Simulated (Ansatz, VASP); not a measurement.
## One calculation of MgF2, two programs

```
Mg F
1.0
     4.69760    0.00000    0.00000
     0.00000    4.69760    0.00000
     0.00000    0.00000    3.09307
Mg F
2 4
Cartesian
  0.0000 0.0000 0.0000
  2.3488 2.3488 1.5465
  1.4260 1.4260 0.0000
  0.9228 3.7748 1.5465
  3.2716 3.2716 0.0000
  3.7748 0.9228 1.5465
```

Alike in both runs: task single point; functional PBE; k mesh 4 × 4 × 8; no spin polarisation.

|  | VASP | Ansatz |
| --- | --- | --- |
| version | VASP 6.6.1 | Ansatz 0.2.0 |
| potentials or method | VASP PAW PBE potentials, release 64 (Mg, F) | plane waves, PAW |
| plane-wave cutoff (eV) | 600 | 420 |
| occupations | gaussian, width 0.01 eV | fixed |
| valence electrons in the cell | 32 | 48 |

```tsv
	VASP	Ansatz	Ansatz less VASP
gap on the k mesh at the Fermi level (eV)	6.80	6.84	+0.039
pressure (GPa)	-1.0	0.0	+1.01
traceless stress, the component that is largest in VASP (GPa)	-0.08	-0.02	+0.066
```

VASP's potentials hold 32 valence electrons a cell and Ansatz's 48, so a difference there can come from the potentials and not from the codes.
